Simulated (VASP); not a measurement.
Wanted: the native input for a VASP 6.6.1 run.

- Task: single point
- Functional: r2SCAN
- Potentials or basis: VASP PAW PBE potentials, release 64 (Ti_sv, C)
- Cutoff: 520 eV
- k mesh: 7 × 7 × 11
- Occupations: fermi-dirac, width 0.1 eV
- Spin: no spin polarisation
- Dipole correction: no
- Further INCAR settings: ALGO = Normal; EDIFF = 1e-06; NBANDS = 37

Ti2C:

```
Ti C
1.0
     5.06602    0.00000    0.00000
     0.00000    4.58216    0.00000
     0.00000    0.00000    3.04154
Ti C
4 2
Direct
  0.65875 0.25295 0.00000
  0.34125 0.74705 0.00000
  0.15875 0.24705 0.50000
  0.84125 0.75295 0.50000
  0.00000 0.00000 0.00000
  0.50000 0.50000 0.50000
```

One way to write it, as run:

POSCAR

```
Ti2C
1.0
    5.0660200000      0.0000000000      0.0000000000
    0.0000000000      4.5821620000      0.0000000000
    0.0000000000      0.0000000000      3.0415430000
Ti C
4 2
Direct
    0.6587500000      0.2529500000      0.0000000000
    0.3412500000      0.7470500000      0.0000000000
    0.1587500000      0.2470500000      0.5000000000
    0.8412500000      0.7529500000      0.5000000000
    0.0000000000      0.0000000000      0.0000000000
    0.5000000000      0.5000000000      0.5000000000
```

INCAR.step1

```
SYSTEM = Ti2C
PREC = Accurate
ENCUT = 520
ISMEAR = -1
SIGMA = 0.1
LREAL = .FALSE.
LASPH = .TRUE.
NELM = 80
NBANDS = 37
GGA = PE
ALGO = Normal
EDIFF = 1E-4
LWAVE = .TRUE.
LCHARG = .FALSE.
```

INCAR.step2

```
SYSTEM = Ti2C
PREC = Accurate
ENCUT = 520
EDIFF = 1E-6
ISMEAR = -1
SIGMA = 0.1
LREAL = .FALSE.
LASPH = .TRUE.
NELM = 80
ALGO = Normal
ISIF = 2
LWAVE = .FALSE.
LCHARG = .FALSE.
METAGGA = R2SCAN
LMIXTAU = .TRUE.
NBANDS = 37
ISTART = 1
```

KPOINTS

```
regular mesh
0
G
  7 7 11
  0 0 0
```

Potentials or basis: VASP PAW PBE potentials, release 64 (Ti_sv, C).

Command:

```bash
$ cat potpaw_PBE.64/Ti_sv/POTCAR potpaw_PBE.64/C/POTCAR > POTCAR
$ cp INCAR.step1 INCAR
$ mpirun -np 1 vasp_std > vasp.out
$ cp INCAR.step2 INCAR
$ mpirun -np 1 vasp_std > vasp.out
```

Results of the run:

```json
{"Pressure": "23.8 GPa", "Largest force": "0.270 eV/Å", "Band gap on the k mesh": "zero (bands 28 and 29 overlap by 1.29 eV)"}
```

Caveat: the stress differs along the axes, from 18 to 35 GPa; the PAW data sets were made with another functional, which shifts forces and pressure a little.

It took 12 min on 1 thread of Intel(R) Xeon(R) Platinum 8259CL CPU @ 2.50GHz (Skylake/Cascade Lake) (shared host), peak memory 0.32 GiB.
